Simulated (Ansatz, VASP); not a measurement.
## Two plane-wave programs on Sb3Se

Contents of INCAR:

```
SYSTEM = Sb3Se
PREC = Accurate ; ENCUT = 600
EDIFF = 1E-7 ; ISMEAR = 0
SIGMA = 0.1 ; LREAL = .FALSE.
LASPH = .TRUE. ; NELM = 60
ALGO = Normal ; ISIF = 3
LWAVE = .FALSE. ; LCHARG = .FALSE.
GGA = PE ; IBRION = 2
NSW = 90 ; EDIFFG = -0.04
```

KPOINTS

```
regular mesh
0
G
  6 6 2
  0 0 0
```

POSCAR

```
Sb3Se
1.0
    2.0861822500     -2.6462479000      0.0000000000
    2.0861822500      2.6462479000      0.0000000000
    0.0000000000      0.0000000000     11.2187477600
Sb Se
3 1
Direct
    0.5000000000      0.5000000000      0.7518992400
    0.0000000000      0.0000000000      0.5000000000
    0.5000000000      0.5000000000      0.2481007600
    0.0000000000      0.0000000000      0.0000000000
```

Input for Ansatz:

```yaml
crystal:
  lattice:
    - [2.08618225, -2.6462479, 0.0]
    - [2.08618225, 2.6462479, 0.0]
    - [0.0, 0.0, 11.21874776]
  atoms:
    - { symbol: Sb, position: [0.5, 0.5, 0.75189924] }
    - { symbol: Sb, position: [0.0, 0.0, 0.5] }
    - { symbol: Sb, position: [0.5, 0.5, 0.24810076] }
    - { symbol: Se, position: [0.0, 0.0, 0.0] }
basis:
  ecutwfc: 420
kpoints:
  mp_grid: { grid: [6, 6, 2] }
hamiltonian:
  xc: pbe
scf:
  occupations: { method: gaussian, width: 0.1 }
  lower_state_search: "off"
output:
  forces: true
  stress: true
  eigenvalues: true
relax:
  adjacent_minimum: "off"
  f_tol: 0.04
  max_steps: 70
  cell: { stress_tol: 0.4 }
```

Change from the starting cell: species swapped into the Nb3Au type (Cmmm, No. 65).

Alike in both runs: task relaxation of cell and atoms; functional PBE; k mesh 6 × 6 × 2; occupations gaussian, width 0.1 eV; no spin polarisation.

|  | VASP | Ansatz |
| --- | --- | --- |
| version | VASP 6.6.1 | Ansatz 0.2.0 |
| potentials or method | VASP PAW PBE potentials, release 64 (Sb, Se), cutoff 600 eV | scalar-relativistic, plane waves, PAW |
| valence electrons in the cell | 21 | 61 |

```tsv
	VASP	Ansatz	Ansatz less VASP
gap on the k mesh at the Fermi level, each at its own relaxed structure (eV)	none	none	-
relaxed volume (Å³/atom)	25.99	26.22	+0.231
relaxed cell length with the largest relative difference (Å)	9.891	10.218	+0.3265
```

A gap of «none» marks a metal or a gap that the smearing closes. VASP's potentials hold 21 valence electrons a cell and Ansatz's 61, so a difference there can come from the potentials and not from the codes.

Spin-orbit coupling is off throughout. Noted on VASP's run: the volume moved by over 15 % at a fixed basis, so the end points are rough; too few bands were computed for a metal, which touches its energy and stress.
